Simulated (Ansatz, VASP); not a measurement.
**Two plane-wave programs on Ge2Bi2S**

```xyz
5
Lattice="4.6501 0.0000 0.0000 -2.3251 4.0271 0.0000 0.0000 0.0000 8.8441" Properties=species:S:1:pos:R:3 pbc="T T T"
Ge    0.0000    0.0000    2.1819
Ge    0.0000    0.0000    6.6622
Bi    0.0000    2.6847    7.7538
Bi    2.3251    1.3424    1.0903
S     0.0000    0.0000    4.4220
```

Alike in both runs: functional PBE; k mesh 6 × 6 × 2; occupations gaussian, width 0.1 eV; no spin polarisation.

Ansatz relaxed the structure, and its values are those at the end. VASP's run is a single point on that final structure, the one shown.

```csv
,VASP,Ansatz
version,VASP 6.6.1,Ansatz 0.2.0
potentials or method,"VASP PAW PBE potentials, release 64 (Ge_d, Bi_d, S), cutoff 520 eV","scalar-relativistic, plane waves, PAW"
valence electrons in the cell,64,64
```

Ansatz gave:

* gap on the k mesh at the Fermi level (eV): none
* pressure (GPa): 0.2
* rms of the force components (eV/Å): 0.005

Question: Which values does VASP return?

Answer: gap on the k mesh at the Fermi level (eV): none; pressure (GPa): 0.1; rms of the force components (eV/Å): 0.001.

A gap of «none» marks a metal or a gap that the smearing closes.

Neither program's run includes spin-orbit coupling.
